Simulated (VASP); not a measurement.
# In3As (P2/m) in VASP: relaxation of cell and atoms with PBE

Aim: the relaxation of cell and atoms of In3As with PBE.

Everything below comes from runs of VASP 6.6.1. Logs are shortened: lines on timing, memory, paths and dates and some standing lists are left out, and cuts for length are marked.

**1. The cell of the first run**

Symmetry: P2/m, No. 10, monoclinic system. Conventional cell: a = 3.970 Å, b = 5.849 Å, c = 4.314 Å, α = 90.00°, β = 107.11°, γ = 90.00°. In (site symmetry 2) has 1 As at 1.77 Å and 3 In at 2.30 Å within 2.4 Å. In (site symmetry 2/m) has 4 In at 2.30 Å within 3.0 Å. Within 2.4 Å of As (site symmetry 2/m) lie 2 In at 1.77 Å.

The cell was built from a structure type or drawn by symmetry, and may not be a known phase.

**2. Relaxation of cell and atoms, PBE**

INCAR

```
SYSTEM = In3As
  PREC = Accurate
  ENCUT = 600
  EDIFF = 1E-7
  ISMEAR = 0
  SIGMA = 0.1
  LREAL = .False.
  LASPH = .True.
  NELM = 120
  ALGO = Normal
  ISIF = 3
  LWAVE = .False.
  LCHARG = .False.
  GGA = PE
  IBRION = 2
  NSW = 90
  EDIFFG = -0.04
  GGA_COMPAT = .False.
  NELMIN = 4
```

KPOINTS

```
Automatic mesh
0
Gamma
  4 4 4
  0 0 0
```

POSCAR

```
In3As
1.0
    3.9703679700      0.0000000000      0.0000000000
    0.0000000000      5.8485861200      0.0000000000
   -1.2691651200      0.0000000000      4.1230420100
In As
3 1
Direct
    0.5000000000      0.8029736000      0.0000000000
    0.5000000000      0.1970264000      0.0000000000
    0.0000000000      0.0000000000      0.0000000000
    0.5000000000      0.5000000000      0.0000000000
```

Potentials or basis: VASP PAW PBE potentials, release 64 (In_d, As_d).

Launch:

```bash
cat potpaw_PBE.64/In_d/POTCAR potpaw_PBE.64/As_d/POTCAR > POTCAR
mpirun -np 1 vasp_std > vasp.out
```

OUTCAR:

```text
SYSTEM = In3As
   PREC = Accurate
   ENCUT = 600
   EDIFF = 1E-7
   ISMEAR = 0
   LREAL = .False.
   LASPH = .True.
   NELM = 120
   ISIF = 3
   GGA = PE
   IBRION = 2
   NSW = 90
   EDIFFG = -0.04
   NELMIN = 4

 ion  position               nearest neighbor table
   1  0.500  0.803  0.000-   4 1.77   3 2.30   3 2.30   2 2.30   2 3.54
   2  0.500  0.197  0.000-   4 1.77   3 2.30   3 2.30   1 2.30   1 3.54
   3  0.000  0.000  0.000-   1 2.30   2 2.30   1 2.30   2 2.30
   4  0.500  0.500  0.000-   1 1.77   2 1.77

  LATTYP: Found a simple monoclinic cell.
 ALAT       =     3.9703679700
 B/A-ratio  =     1.4730589618
 C/A-ratio  =     1.0865392251
 COS(beta)  =    -0.2941995201

  Lattice vectors:

 A1 = (   3.9703679700,   0.0000000000,   0.0000000000)
 A2 = (   0.0000000000,   5.8485861200,   0.0000000000)
 A3 = (  -1.2691651200,   0.0000000000,   4.1230420100)

Analysis of symmetry for initial positions (statically):
=====================================================================
 Subroutine PRICEL returns:
 Original cell was already a primitive cell.

 Routine SETGRP: Setting up the symmetry group for a
 simple monoclinic supercell.

 Subroutine GETGRP returns: Found  4 space group operations
 (whereof  4 operations were pure point group operations)
 out of a pool of  4 trial point group operations.

The static configuration has the point symmetry C_2h.

Analysis of symmetry for dynamics (positions and initial velocities):
=====================================================================
 Subroutine PRICEL returns:
 Original cell was already a primitive cell.

 Routine SETGRP: Setting up the symmetry group for a
 simple monoclinic supercell.

 Subroutine GETGRP returns: Found  4 space group operations
 (whereof  4 operations were pure point group operations)
 out of a pool of  4 trial point group operations.

The dynamic configuration has the point symmetry C_2h.

 Subroutine INISYM returns: Found  4 space group operations
 (whereof  4 operations are pure point group operations),
 and found     1 'primitive' translations

----------------------------------------------------------------------------------------

                                     Primitive cell

  volume of cell :      95.7413

  direct lattice vectors                    reciprocal lattice vectors
     3.970367970  0.000000000  0.000000000     0.251865824  0.000000000  0.077529969
     0.000000000  5.848586120  0.000000000     0.000000000  0.170981495  0.000000000
    -1.269165120  0.000000000  4.123042010     0.000000000  0.000000000  0.242539367

  length of vectors
     3.970367970  5.848586120  4.313960537     0.263528536  0.170981495  0.242539367

  position of ions in fractional coordinates (direct lattice)
[... 69 lines left out ...]
   dimension x,y,z NGXF=    64 NGYF=   96 NGZF=   72
   ions per type =               3   1
   NGX,Y,Z   is equivalent  to a cutoff of  13.40, 13.64, 13.87 a.u.
   NGXF,Y,Z  is equivalent  to a cutoff of  26.80, 27.29, 27.75 a.u.
 SYSTEM =  In3As
   PREC   = accura    normal or accurate (medium, high low for compatibility)
   ISTART =      0    job   : 0-new  1-cont  2-samecut
   ICHARG =      2    charge: 1-file 2-atom 10-const
   ISPIN  =      1    spin polarized calculation?
   LNONCOLLINEAR =      F non collinear calculations
   LSORBIT =      F    spin-orbit coupling
   LASPH  =      T    aspherical Exc in radial PAW
   ENCUT  =  600.0 eV  44.10 Ry    6.64 a.u.   7.93 11.68  8.62*2*pi/ulx,y,z
   NELM   =    120;   NELMIN=  4; NELMDL= -5     # of ELM steps
   EDIFF  = 0.1E-06   stopping-criterion for ELM
   LREAL  =      F    real-space projection
   EDIFFG = -.4E-01   stopping-criterion for IOM
   NSW    =     90    number of steps for IOM
   IBRION =      2    ionic relax: 0-MD 1-quasi-New 2-CG
   NFREE  =      1    steps in history (QN), initial steepest desc. (CG)
   ISIF   =      3    stress and relaxation
   ISYM   =      2    0-nonsym 1-usesym 2-fastsym
   POTIM  = 0.5000    time-step for ionic-motion
   TEBEG  =    0.0;   TEEND  =   0.0 temperature during run
   PSTRESS=    0.0 pullay stress
   NELECT =      54.0000    total number of electrons
   NUPDOWN=      -1.0000    fix difference up-down
   EMIN   =  10.00;   EMAX   =-10.00  energy-range for DOS
   EFERMI =   0.00;   METHOD = LEGACY
   ISMEAR =     0;   SIGMA  =   0.10  broadening in eV -4-tet -1-fermi 0-gaus
   EFERMI_NEDOS =   21; number of points for ismear=-14 and -15
   IALGO  =     38    algorithm
   IMIX   =      4    mixing-type and parameters
     AMIX     =   0.40;   BMIX     =  1.00
     AMIX_MAG =   1.60;   BMIX_MAG =  1.00
  volume/ion in A,a.u.               =      23.94       161.52
  Fermi-wavevector in a.u.,A,eV,Ry     =   1.352611  2.556064 24.892631  1.829557
  Thomas-Fermi vector in A             =   2.479935
   LORBIT       =      0    0 simple, 1 ext, 2 COOP (PROOUT), +10 PAW based schemes
   GGA     = PE    functional components
   LHFCALC =     F    Hartree Fock is set to
   AEXX    =    0.0000 exact exchange contribution
   IVDW    =     0    specifies the selected vdW correction
   LEPSILON=     F    determine dielectric tensor
   LRPA    =     F    only Hartree local field effects (RPA)
 conjugate gradient relaxation of ions
 non-spin polarized calculation
 Gauss-broadening in eV      SIGMA  =   0.10
  energy-cutoff  :      600.00
  volume of cell :       95.74
 maximum number of plane-waves:      3222
   NGX = 15   NGY = 23   NGZ = 17

--------------------------------------- Ionic step        1  -------------------------------------------

 number of electron      53.9999996 magnetization

 Free energy of the ion-electron system (eV)
  ---------------------------------------------------
  ext. energy  EPLUGINS =         0.00000000
  ---------------------------------------------------
  free energy    TOTEN  =        12.54708001 eV

  energy without entropy =       12.55539027  energy(sigma->0) =       12.55123514

 E-fermi :   7.3362     XC(G=0):  -9.8359

 val. band max:        7.3175194245   @ k =   0.5000   0.2500   0.2500
 cond. band min:       7.4086662375   @ k =   0.5000   0.2500   0.5000
 fundamental gap:      0.0911468130
 Fermi energy:         7.3362063308
[... 2646 lines left out ...]
     31      11.7105      0.00000
     32      12.7791      0.00000

 [... further k-points ...]

[... ionic steps 4 to 29 ...]

--------------------------------------- Ionic step       30  -------------------------------------------

 number of electron      53.9999990 magnetization

------------------------ aborting loop because EDIFF is reached ----------------------------------------
[... 71 lines left out ...]
--------------------------------------- Ionic step       32  -------------------------------------------

 number of electron      53.9999975 magnetization

 Free energy of the ion-electron system (eV)
  ---------------------------------------------------
  ext. energy  EPLUGINS =         0.00000000
  ---------------------------------------------------
  free energy    TOTEN  =       -11.11190136 eV

  energy without entropy =      -11.08163414  energy(sigma->0) =      -11.09676775

 E-fermi :   3.9582     XC(G=0):  -8.9476

 val. band max:        3.9552717046   @ k =   0.0000   0.5000   0.5000
 cond. band min:       3.9742676643   @ k =   0.2500   0.2500   0.2500
 fundamental gap:      0.0189959597
 Fermi energy:         3.9582054083
[... 871 lines left out ...]
  FREE ENERGIE OF THE ION-ELECTRON SYSTEM (eV)
  ---------------------------------------------------
  free  energy   TOTEN  =       -11.1119013564 eV

  energy  without entropy=      -11.0816341357  energy(sigma->0) =      -11.09676775

 reached required accuracy - stopping structural energy minimisation
```

OSZICAR:

```text
N       E                     dE             d eps       ncg     rms          rms(c)
DAV:   1     0.630177700925E+03    0.63018E+03   -0.28825E+04  2440   0.593E+03
DAV:   2     0.115868323955E+03   -0.51431E+03   -0.50664E+03  1920   0.109E+03
[... 545 lines left out ...]
DAV:   4    -0.111117166312E+02    0.43016E-02   -0.89780E-03  2848   0.127E+00    0.101E-01
DAV:   5    -0.111119101911E+02   -0.19356E-03   -0.29049E-03  2176   0.475E-01    0.777E-02
DAV:   6    -0.111119021959E+02    0.79952E-05   -0.18236E-04  2688   0.149E-01    0.483E-02
DAV:   7    -0.111119017078E+02    0.48811E-06   -0.37934E-05  2760   0.105E-01    0.978E-03
DAV:   8    -0.111119015880E+02    0.11980E-06   -0.56642E-06  2840   0.335E-02    0.498E-03
DAV:   9    -0.111119012749E+02    0.31316E-06   -0.72895E-07  2136   0.113E-02    0.159E-03
DAV:  10    -0.111119013564E+02   -0.81556E-07   -0.75901E-08  1104   0.379E-03
  32 F= -.11111901E+02 E0= -.11096768E+02  d E =-.136325E-02
```

CONTCAR:

```text
In3As
   1.00000000000000
     5.1442077779479503    0.0000000000000000    0.3182497518535410
     0.0000000000000000    9.1234176385240247    0.0000000000000000
    -1.4124549191465232    0.0000000000000000    2.6180652259266628
  In              As
     3     1
Direct
     0.5000000000000000    0.7982472036657514    0.0000000000000000
     0.5000000000000000    0.2017527963342486    0.0000000000000000
     0.0000000000000000    0.0000000000000000    0.0000000000000000
     0.5000000000000000    0.5000000000000000    0.0000000000000000

  0.00000000E+00  0.00000000E+00  0.00000000E+00
  0.00000000E+00  0.00000000E+00  0.00000000E+00
  0.00000000E+00  0.00000000E+00  0.00000000E+00
  0.00000000E+00  0.00000000E+00  0.00000000E+00
```

Run time: 24 min. Hardware: 1 thread of Intel Xeon 6975P-C (Granite Rapids), shared host; peak memory 0.31 GiB.

Results:

| Quantity | Value |
| --- | --- |
| Free energy | -11.1119 eV |
| Relaxed volume | 31.74 Å³/atom |
| Relaxed cell | a = 5.154 Å, b = 9.123 Å, c = 2.975 Å, α = 90.00°, β = 114.81°, γ = 90.00° |
| Space group after relaxing (to 0.1 Å) | P2/m (No. 10) |
| Pressure after relaxing | 0.1 GPa |
| Largest force after relaxing | 0.012 eV/Å |
| Band gap on the k mesh | zero (bands 27 and 28 overlap by 1.38 eV) |

Forces in eV/Å, atoms in the order of the input:
```
In   0.000  0.012  0.000
In   0.000 -0.012  0.000
In   0.000  0.000  0.000
As   0.000  0.000  0.000
```

Stress tensor (GPa, compression positive):
```
 0.02  0.00 -0.01
 0.00  0.19  0.00
-0.01  0.00  0.10
```

Final structure:
```xyz
4
Lattice="5.1442 0.0000 0.3182 0.0000 9.1234 0.0000 -1.4125 0.0000 2.6181" Properties=species:S:1:pos:R:3 pbc="T T T"
In    2.5721    7.2827    0.1591
In    2.5721    1.8407    0.1591
In    0.0000    0.0000    0.0000
As    2.5721    4.5617    0.1591
```

Levels at points of the mesh, in eV from the Fermi level:
| k point | band 24 | band 25 | band 26 | band 27 | band 28 | band 29 | band 30 | band 31 |
| --- | --- | --- | --- | --- | --- | --- | --- | --- |
| (0.00, 0.00, 0.00) | -2.70 | -2.01 | -1.46 | -0.25 | 1.12 | 1.58 | 3.03 | 4.46 |
| (0.50, 0.00, 0.00) | -6.20 | -2.26 | -1.96 | -1.16 | -0.34 | 2.82 | 4.52 | 4.59 |
| (0.00, 0.50, 0.00) | -4.79 | -1.07 | -0.95 | -0.57 | 1.68 | 2.33 | 3.26 | 3.43 |
| (0.50, 0.50, 0.00) | -4.79 | -3.51 | -2.79 | -1.02 | 1.49 | 3.26 | 3.54 | 4.60 |
| (0.00, 0.00, 0.50) | -2.91 | -2.16 | -1.05 | -0.74 | -0.63 | 0.45 | 1.24 | 2.66 |
| (0.50, 0.00, 0.50) | -3.03 | -2.84 | -1.37 | 0.75 | 0.93 | 1.34 | 1.40 | 3.01 |
| (0.00, 0.50, 0.50) | -2.49 | -1.90 | -1.29 | -0.93 | 0.00 | 0.22 | 0.26 | 3.11 |
| (0.50, 0.50, 0.50) | -3.45 | -1.75 | -1.05 | -0.69 | 0.70 | 0.83 | 1.56 | 3.77 |

Caveat: the k points lie up to 0.54 Å⁻¹ apart in the final cell, too coarse for converged energies and pressures of a metal; the volume moved by over 15 % at a fixed basis, so the end points are rough; spin-orbit coupling is left out, which moves the levels of the heavy elements.
